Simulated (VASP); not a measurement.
# MgCd5Te6 (P3m1) in VASP: notebook

MgCd5Te6 is run at these levels: PBE; tasks: relaxation of cell and atoms, single point.

All numbers are computed with VASP 6.6.1; they aren't measurements. Logs are shortened: lines on timing, memory, paths and dates and some standing lists are left out, and cuts for length are marked.

**1. The cell of the first run**

It takes space group P3m1 (No. 156, trigonal). The conventional cell has a = 4.323 Å, b = 4.323 Å, c = 21.280 Å, α = 90.00°, β = 90.00°, γ = 120.00°. Within 3.5 Å of Mg (site symmetry 3m) lie 4 Te at 2.65 Å. Cd (site symmetry 3m) has 4 Te at 2.65 Å within 3.5 Å. Cd (site symmetry 3m) has 4 Te at 2.65 Å within 3.5 Å. Cd (site symmetry 3m) has 4 Te at 2.65 Å within 3.5 Å. Within 3.5 Å of Cd (site symmetry 3m) lie 4 Te at 2.65 Å. Cd (site symmetry 3m) has 4 Te at 2.65 Å within 3.5 Å. Within 3.5 Å of Te (site symmetry 3m) lie 3 Mg at 2.65 Å and 1 Cd at 2.65 Å. Te (site symmetry 3m) has 4 Cd at 2.65 Å within 3.5 Å.

**2. Relaxation of cell and atoms, PBE**

File INCAR:

```
SYSTEM = MgCd5Te6
  PREC = Accurate
  ENCUT = 600
  EDIFF = 1E-6
  ISMEAR = 0
  SIGMA = 0.1
  LREAL = .False.
  LASPH = .True.
  NELM = 60
  ALGO = Normal
  ISIF = 3
  LWAVE = .False.
  LCHARG = .False.
  GGA = PE
  IBRION = 2
  NSW = 90
  EDIFFG = -0.04
```

File KPOINTS:

```
Automatic mesh
0
Gamma
  6 6 1
  0 0 0
```

File POSCAR:

```
MgCd5Te6
1.0
    4.3229477000      0.0000000000      0.0000000000
   -2.1614738500      3.7437825300      0.0000000000
    0.0000000000      0.0000000000     21.2797473900
Mg Cd Te
1 5 6
Direct
    0.6666666700      0.3333333300      0.1667881900
    0.3333333300      0.6666666700      0.0001215200
    0.3333333300      0.6666666700      0.3334548500
    0.3333333300      0.6666666700      0.6667881900
    0.6666666700      0.3333333300      0.5001215200
    0.6666666700      0.3333333300      0.8334548500
    0.3333333300      0.6666666700      0.1248784800
    0.3333333300      0.6666666700      0.4582118100
    0.3333333300      0.6666666700      0.7915451400
    0.6666666700      0.3333333300      0.2915451400
    0.6666666700      0.3333333300      0.6248784800
    0.6666666700      0.3333333300      0.9582118100
```

Potentials or basis: VASP PAW PBE potentials, release 64 (Mg, Cd, Te).

Started as:

```bash
cat potpaw_PBE.64/Mg/POTCAR potpaw_PBE.64/Cd/POTCAR potpaw_PBE.64/Te/POTCAR > POTCAR
mpirun -np 1 vasp_std > vasp.out
```

OUTCAR:

```text
SYSTEM = MgCd5Te6
   PREC = Accurate
   ENCUT = 600
   EDIFF = 1E-6
   ISMEAR = 0
   LREAL = .False.
   LASPH = .True.
   NELM = 60
   ISIF = 3
   GGA = PE
   IBRION = 2
   NSW = 90
   EDIFFG = -0.04

 ion  position               nearest neighbor table
   1  0.667  0.333  0.167-   7 2.65   7 2.65   7 2.65  10 2.65
   2  0.333  0.667  0.000-  12 2.65  12 2.65  12 2.65   7 2.65
   3  0.333  0.667  0.333-  10 2.65  10 2.65  10 2.65   8 2.65
   4  0.333  0.667  0.667-  11 2.65  11 2.65  11 2.65   9 2.65
   5  0.667  0.333  0.500-   8 2.65   8 2.65   8 2.65  11 2.65
   6  0.667  0.333  0.833-   9 2.65   9 2.65   9 2.65  12 2.65
   7  0.333  0.667  0.125-   1 2.65   1 2.65   1 2.65   2 2.65
   8  0.333  0.667  0.458-   5 2.65   5 2.65   5 2.65   3 2.65
   9  0.333  0.667  0.792-   6 2.65   6 2.65   6 2.65   4 2.65
  10  0.667  0.333  0.292-   3 2.65   3 2.65   3 2.65   1 2.65
  11  0.667  0.333  0.625-   4 2.65   4 2.65   4 2.65   5 2.65
  12  0.667  0.333  0.958-   2 2.65   2 2.65   2 2.65   6 2.65

  LATTYP: Found a hexagonal cell.
 ALAT       =     4.3229477000
 C/A-ratio  =     4.9225086369

  Lattice vectors:

 A1 = (   4.3229477000,   0.0000000000,   0.0000000000)
 A2 = (  -2.1614738500,   3.7437825300,   0.0000000000)
 A3 = (   0.0000000000,   0.0000000000,  21.2797473900)

Analysis of symmetry for initial positions (statically):
=====================================================================
 Subroutine PRICEL returns:
 Original cell was already a primitive cell.

 Routine SETGRP: Setting up the symmetry group for a
 hexagonal supercell.

 Subroutine GETGRP returns: Found  6 space group operations
 (whereof  6 operations were pure point group operations)
 out of a pool of 24 trial point group operations.

The static configuration has the point symmetry C_3v.

Analysis of symmetry for dynamics (positions and initial velocities):
=====================================================================
 Subroutine PRICEL returns:
 Original cell was already a primitive cell.

 Routine SETGRP: Setting up the symmetry group for a
 hexagonal supercell.

 Subroutine GETGRP returns: Found  6 space group operations
 (whereof  6 operations were pure point group operations)
 out of a pool of 24 trial point group operations.

The dynamic configuration has the point symmetry C_3v.

 Subroutine INISYM returns: Found  6 space group operations
 (whereof  6 operations are pure point group operations),
 and found     1 'primitive' translations

----------------------------------------------------------------------------------------

                                     Primitive cell

  volume of cell :     344.3952

  direct lattice vectors                    reciprocal lattice vectors
     4.322947700  0.000000000  0.000000000     0.231323641  0.133554766  0.000000000
    -2.161473850  3.743782530  0.000000000     0.000000000  0.267109532  0.000000000
     0.000000000  0.000000000 21.279747390     0.000000000  0.000000000  0.046993039

  length of vectors
     4.322947700  4.322947702 21.279747390     0.267109532  0.267109532  0.046993039

  position of ions in fractional coordinates (direct lattice)
     0.666666670  0.333333330  0.166788190
     0.333333330  0.666666670  0.000121520
     0.333333330  0.666666670  0.333454850
     0.333333330  0.666666670  0.666788190
     0.666666670  0.333333330  0.500121520
     0.666666670  0.333333330  0.833454850
     0.333333330  0.666666670  0.124878480
     0.333333330  0.666666670  0.458211810
     0.333333330  0.666666670  0.791545140
     0.666666670  0.333333330  0.291545140
     0.666666670  0.333333330  0.624878480
     0.666666670  0.333333330  0.958211810

  ion indices of the primitive-cell ions
   primitive index   ion index
                 1           1
                 2           2
                 3           3
                 4           4
                 5           5
                 6           6
                 7           7
                 8           8
                 9           9
                10          10
                11          11
                12          12

----------------------------------------------------------------------------------------

 KPOINTS: Automatic mesh

Automatic generation of k-mesh.
 Grid dimensions read from file:
 generate k-points for:    6    6    1

 Generating k-lattice:

  Cartesian coordinates                     Fractional coordinates (reciprocal lattice)
     0.038553940  0.022259128  0.000000000     0.166666667 -0.000000000  0.000000000
     0.000000000  0.044518255  0.000000000     0.000000000  0.166666667  0.000000000
     0.000000000  0.000000000  0.046993039     0.000000000  0.000000000  1.000000000

  Length of vectors
     0.044518255  0.044518255  0.046993039

  Shift w.r.t. Gamma in fractional coordinates (k-lattice)
     0.000000000  0.000000000  0.000000000

 Subroutine IBZKPT returns following result:
 ===========================================

 Found      7 irreducible k-points:

 Following reciprocal coordinates:
            Coordinates               Weight
  0.000000  0.000000  0.000000      1.000000
  0.166667 -0.000000  0.000000      6.000000
  0.333333 -0.000000  0.000000      6.000000
  0.500000 -0.000000  0.000000      3.000000
  0.166667  0.166667  0.000000      6.000000
  0.333333  0.166667  0.000000     12.000000
  0.333333  0.333333  0.000000      2.000000
   k-points           NKPTS =      7   k-points in BZ     NKDIM =      7   number of bands    NBANDS=     58
   number of dos      NEDOS =    301   number of ions     NIONS =     12
   total plane-waves  NPLWV = 233280
   dimension x,y,z NGX =    36 NGY =   36 NGZ =  180
   dimension x,y,z NGXF=    72 NGYF=   72 NGZF=  360
   ions per type =               1   5   6
   NGX,Y,Z   is equivalent  to a cutoff of  13.84, 13.84, 14.06 a.u.
   NGXF,Y,Z  is equivalent  to a cutoff of  27.69, 27.69, 28.12 a.u.
 SYSTEM =  MgCd5Te6
   PREC   = accura    normal or accurate (medium, high low for compatibility)
   ISTART =      0    job   : 0-new  1-cont  2-samecut
   ICHARG =      2    charge: 1-file 2-atom 10-const
   ISPIN  =      1    spin polarized calculation?
   LNONCOLLINEAR =      F non collinear calculations
   LSORBIT =      F    spin-orbit coupling
   LASPH  =      T    aspherical Exc in radial PAW
   ENCUT  =  600.0 eV  44.10 Ry    6.64 a.u.   8.63  8.63 42.50*2*pi/ulx,y,z
   NELM   =     60;   NELMIN=  2; NELMDL= -5     # of ELM steps
   EDIFF  = 0.1E-05   stopping-criterion for ELM
   LREAL  =      F    real-space projection
   EDIFFG = -.4E-01   stopping-criterion for IOM
   NSW    =     90    number of steps for IOM
   IBRION =      2    ionic relax: 0-MD 1-quasi-New 2-CG
   NFREE  =      1    steps in history (QN), initial steepest desc. (CG)
   ISIF   =      3    stress and relaxation
   ISYM   =      2    0-nonsym 1-usesym 2-fastsym
   POTIM  = 0.5000    time-step for ionic-motion
   TEBEG  =    0.0;   TEEND  =   0.0 temperature during run
   PSTRESS=    0.0 pullay stress
   NELECT =      98.0000    total number of electrons
   NUPDOWN=      -1.0000    fix difference up-down
   EMIN   =  10.00;   EMAX   =-10.00  energy-range for DOS
   EFERMI =   0.00;   METHOD = LEGACY
   ISMEAR =     0;   SIGMA  =   0.10  broadening in eV -4-tet -1-fermi 0-gaus
   EFERMI_NEDOS =   21; number of points for ismear=-14 and -15
   IALGO  =     38    algorithm
   IMIX   =      4    mixing-type and parameters
     AMIX     =   0.40;   BMIX     =  1.00
     AMIX_MAG =   1.60;   BMIX_MAG =  1.00
  volume/ion in A,a.u.               =      28.70       193.67
  Fermi-wavevector in a.u.,A,eV,Ry     =   1.076790  2.034839 15.775650  1.159478
  Thomas-Fermi vector in A             =   2.212684
   LORBIT       =      0    0 simple, 1 ext, 2 COOP (PROOUT), +10 PAW based schemes
   GGA     = PE    functional components
   LHFCALC =     F    Hartree Fock is set to
   AEXX    =    0.0000 exact exchange contribution
   IVDW    =     0    specifies the selected vdW correction
   LEPSILON=     F    determine dielectric tensor
   LRPA    =     F    only Hartree local field effects (RPA)
 conjugate gradient relaxation of ions
 non-spin polarized calculation
 Gauss-broadening in eV      SIGMA  =   0.10
  energy-cutoff  :      600.00
  volume of cell :      344.40
 maximum number of plane-waves:     11541
 NGX is ok and might be reduce to    36
   NGX = 17   NGY = 17   NGZ = 85

--------------------------------------- Ionic step        1  -------------------------------------------

 number of electron      98.0000004 magnetization

 Free energy of the ion-electron system (eV)
  ---------------------------------------------------
  ext. energy  EPLUGINS =         0.00000000
  ---------------------------------------------------
  free energy    TOTEN  =       -27.33299711 eV

  energy without entropy =      -27.33299711  energy(sigma->0) =      -27.33299711

------------------------ aborting loop because EDIFF is reached ----------------------------------------

  FORCE on cell =-STRESS in cart. coord.  units (eV):
  Direction    XX          YY          ZZ          XY          YZ          ZX
  --------------------------------------------------------------------------------------
  -------------------------------------------------------------------------------------
  Total       29.2219572     29.2219572     29.4696809      0.0000000      0.0000000      0.0000000
  in kB      135.9448687    135.9448689    137.0973160      0.0000000      0.0000000      0.0000000
  external PRESSURE =     136.3290179 kB  Pullay stress =       0.0000000 kB

 VOLUME and BASIS-vectors are now :
 -----------------------------------------------------------------------------
  energy-cutoff  :      600.00
  volume of cell :      344.40
      direct lattice vectors                 reciprocal lattice vectors
     4.322947700  0.000000000  0.000000000     0.231323641  0.133554766  0.000000000
    -2.161473850  3.743782530  0.000000000     0.000000000  0.267109532  0.000000000
     0.000000000  0.000000000 21.279747390     0.000000000  0.000000000  0.046993039
[... 326 lines left out ...]
     -0.00000      2.69644      0.02973         0.000000     -0.000000      0.037334
     -0.00000      2.69644      7.63633        -0.000000      0.000000     -0.049875
     -0.00000      2.69644     15.28733         0.000000     -0.000000     -0.001478
      2.33519      1.34822     11.46466         0.000000      0.000000     -0.010017
      2.33519      1.34822     19.10908        -0.000000     -0.000000      0.010248
     -0.00000      2.69644      2.91857        -0.000000     -0.000000     -0.041168
     -0.00000      2.69644     10.50596        -0.000000     -0.000000     -0.029383
     -0.00000      2.69644     18.15327        -0.000000      0.000000      0.003455
      2.33519      1.34822      6.63829         0.000000      0.000000      0.011282
      2.33519      1.34822     14.33076         0.000000     -0.000000     -0.002797
      2.33519      1.34822     21.97745         0.000000      0.000000      0.057662
 -----------------------------------------------------------------------------------
    total drift:                                0.000011     -0.000007     -0.000398

  FREE ENERGIE OF THE ION-ELECTRON SYSTEM (eV)
  ---------------------------------------------------
  free  energy   TOTEN  =       -30.3834482147 eV

  energy  without entropy=      -30.3834482139  energy(sigma->0) =      -30.38344821

--------------------------------------- Ionic step        9  -------------------------------------------

 number of electron      98.0000003 magnetization

 Free energy of the ion-electron system (eV)
  ---------------------------------------------------
  ext. energy  EPLUGINS =         0.00000000
  ---------------------------------------------------
  free energy    TOTEN  =       -30.38425089 eV

  energy without entropy =      -30.38425089  energy(sigma->0) =      -30.38425089

 E-fermi :   2.2384     XC(G=0):  -8.2059

 val. band max:        1.8381719327   @ k =   0.0000   0.0000   0.0000
 cond. band min:       2.6304392981   @ k =   0.0000   0.0000   0.0000
 fundamental gap:      0.7922673654
 Fermi energy:         2.2383866111

 k-point     1 :       0.0000    0.0000    0.0000
  band No.  band energies     occupation
      1      -8.9752      2.00000
      2      -8.8788      2.00000
      3      -8.8208      2.00000
      4      -8.6963      2.00000
      5      -8.6754      2.00000
      6      -8.4534      2.00000
[... 438 lines left out ...]
 POSITION                                       TOTAL-FORCE (eV/Angst)
 -----------------------------------------------------------------------------------
      2.33371      1.34737      3.79673         0.000000      0.000000      0.011967
     -0.00000      2.69473      0.03611         0.000000     -0.000000      0.013916
     -0.00000      2.69473      7.62511        -0.000000      0.000000     -0.028965
     -0.00000      2.69473     15.27710        -0.000000      0.000000      0.003154
      2.33371      1.34737     11.45587         0.000000      0.000000     -0.008092
      2.33371      1.34737     19.09764         0.000000      0.000000      0.030059
     -0.00000      2.69473      2.91603        -0.000000      0.000000     -0.013296
     -0.00000      2.69473     10.49630        -0.000000     -0.000000     -0.035050
     -0.00000      2.69473     18.14257        -0.000000      0.000000      0.002662
      2.33371      1.34737      6.63268        -0.000000      0.000000      0.002631
      2.33371      1.34737     14.32176         0.000000      0.000000     -0.009708
      2.33371      1.34737     21.97022         0.000000      0.000000      0.030723
 -----------------------------------------------------------------------------------
    total drift:                                0.000011     -0.000007     -0.000888

  FREE ENERGIE OF THE ION-ELECTRON SYSTEM (eV)
  ---------------------------------------------------
  free  energy   TOTEN  =       -30.3842508897 eV

  energy  without entropy=      -30.3842508890  energy(sigma->0) =      -30.38425089

 reached required accuracy - stopping structural energy minimisation
```

It took 40 min on 1 thread of Intel Xeon 8259CL, shared host; peak memory 0.66 GiB.

What came out:

- Free energy: -30.3843 eV
- Relaxed volume: 36.03 Å³/atom
- Relaxed cell: a = 4.667 Å, b = 4.667 Å, c = 22.916 Å, α = 90.00°, β = 90.00°, γ = 120.00°
- Space group after relaxing (to 0.1 Å): P3m1 (No. 156)
- Energy gained by relaxing: 254.3 meV/atom
- Ionic steps: 9
- Pressure after relaxing: 0.0 GPa
- Largest force after relaxing: 0.035 eV/Å
- Band gap on the k mesh: 0.79 eV

Forces on the atoms (eV/Å):
```
Mg   0.000  0.000  0.012
Cd   0.000  0.000  0.014
Cd   0.000  0.000 -0.029
Cd   0.000  0.000  0.003
Cd   0.000  0.000 -0.008
Cd   0.000  0.000  0.030
Te   0.000  0.000 -0.013
Te   0.000  0.000 -0.035
Te   0.000  0.000  0.003
Te   0.000  0.000  0.003
Te   0.000  0.000 -0.010
Te   0.000  0.000  0.031
```

The path:
```csv
step,energy change (eV),largest force (eV/Å),pressure (GPa),volume (Å³)
1,0.0000,0.5906,13.63,344.40
2,-2.5701,0.0638,-2.88,481.02
3,-3.0450,0.1058,0.11,431.63
4,-3.0455,0.1016,-0.04,433.51
5,-3.0467,0.0821,-0.04,433.46
6,-3.0494,0.0549,-0.03,433.32
7,-3.0499,0.0867,-0.02,433.05
8,-3.0505,0.0577,-0.03,433.16
9,-3.0513,0.0350,0.03,432.34
```

Final structure:
```yaml
crystal:
  lattice:
    - [4.66741, 0.00000, 0.00000]
    - [-2.33371, 4.04210, 0.00000]
    - [0.00000, 0.00000, 22.91620]
  atoms:
    - { symbol: Mg, position: [0.66667, 0.33333, 0.16568] }
    - { symbol: Cd, position: [0.33333, 0.66667, 0.00158] }
    - { symbol: Cd, position: [0.33333, 0.66667, 0.33274] }
    - { symbol: Cd, position: [0.33333, 0.66667, 0.66665] }
    - { symbol: Cd, position: [0.66667, 0.33333, 0.49990] }
    - { symbol: Cd, position: [0.66667, 0.33333, 0.83337] }
    - { symbol: Te, position: [0.33333, 0.66667, 0.12725] }
    - { symbol: Te, position: [0.33333, 0.66667, 0.45803] }
    - { symbol: Te, position: [0.33333, 0.66667, 0.79169] }
    - { symbol: Te, position: [0.66667, 0.33333, 0.28943] }
    - { symbol: Te, position: [0.66667, 0.33333, 0.62496] }
    - { symbol: Te, position: [0.66667, 0.33333, 0.95872] }
```

Caveat: the volume moved by over 15 % at a fixed basis, so the end points are rough; spin-orbit coupling is left out, which moves the levels of the heavy elements.

[end of part 1 of 3]
